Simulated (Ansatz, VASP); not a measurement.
# One calculation of Ta2Bi2O, two programs

```
CELL_PARAMETERS angstrom
-4.11614 4.11756 -0.00233
4.10243 4.10382 0.00516
2.05239 -2.06091 -7.34355
ATOMIC_POSITIONS crystal
Ta 0.22608 0.22551 0.00000
Ta 0.77390 0.77451 0.00002
Ta 0.72595 0.27462 0.99996
Ta 0.27398 0.72545 0.00005
Bi 0.15602 0.00056 0.31250
Bi 0.65604 0.50061 0.31264
Bi 0.84410 0.99931 0.68748
Bi 0.34398 0.49944 0.68735
O 0.99998 0.49999 0.00002
O 0.49999 0.00001 0.99998
```

Change from the starting cell: cell x2, atoms moved at random (sigma 0.1 Å) and cell strained at random (1.5 %), then relaxed without symmetry.

Alike in both runs: functional PBE; k mesh 4 × 4 × 4; occupations gaussian, width 0.2 eV; no spin polarisation.

Ansatz relaxed the structure, and its values are those at the end. VASP's run is a single point on that final structure, the one shown.

```csv
,VASP,Ansatz
version,VASP 6.6.1,Ansatz 0.2.0
potentials or method,"VASP PAW PBE potentials, release 64 (Ta_pv, Bi_d, O), cutoff 520 eV","scalar-relativistic, plane waves, PAW"
valence electrons in the cell,116,124
```

```csv
,VASP,Ansatz,Ansatz less VASP
gap on the k mesh at the Fermi level (eV),none,none,-
pressure (GPa),0.1,0.0,-0.07
rms of the force components (eV/Å),0.004,0.001,-0.0026
```

A gap of «none» marks a metal or a gap that the smearing closes. VASP's potentials hold 116 valence electrons a cell and Ansatz's 124, so a difference there can come from the potentials and not from the codes.

Spin-orbit coupling is off throughout.
